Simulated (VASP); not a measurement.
Crystal: TaN.

```
Ta N
1.0
     2.95667    0.00000    0.00000
    -1.47833    2.56055    0.00000
     0.00000    0.00000    2.89997
Ta N
1 1
Cartesian
  0.0000 1.7070 1.4500
  0.0000 0.0000 0.0000
```

Base run:

- Program: VASP 6.6.1
- Functional: PBE
- Potentials or basis: VASP PAW PBE potentials, release 64 (Ta_sv_GW, N)
- Cutoff: 600 eV
- k mesh: 10 × 10 × 9
- Occupations: fermi-dirac, width 0.05 eV
- Spin: no spin polarisation
- Hubbard terms: Ta d U = 2.0 eV

Its results: band gap on the k mesh zero (band 9 reaches 12.76 eV, above the bottom of band 10 at 12.45 eV); pressure 4.5 GPa.

Q: The run is repeated on the same cell with these changes: potentials or basis from VASP PAW PBE potentials, release 64 (Ta_sv_GW, N) to VASP PAW PBE potentials, release 64 (Ta_pv, N); cutoff from 600 eV to 520 eV; further incar settings from ALGO = Normal; EDIFF = 1e-06; NBANDS = 16 to ALGO = Normal; EDIFF = 1e-07; NBANDS = 15; valence electrons from 18 to 16. What comes out?

A: Band gap on the k mesh zero (band 8 reaches 8.62 eV, above the bottom of band 9 at 8.31 eV); pressure 5.0 GPa.

Caveats: spin-orbit coupling is left out, which moves the levels of the heavy elements; U without spin polarisation on a metal has little footing.
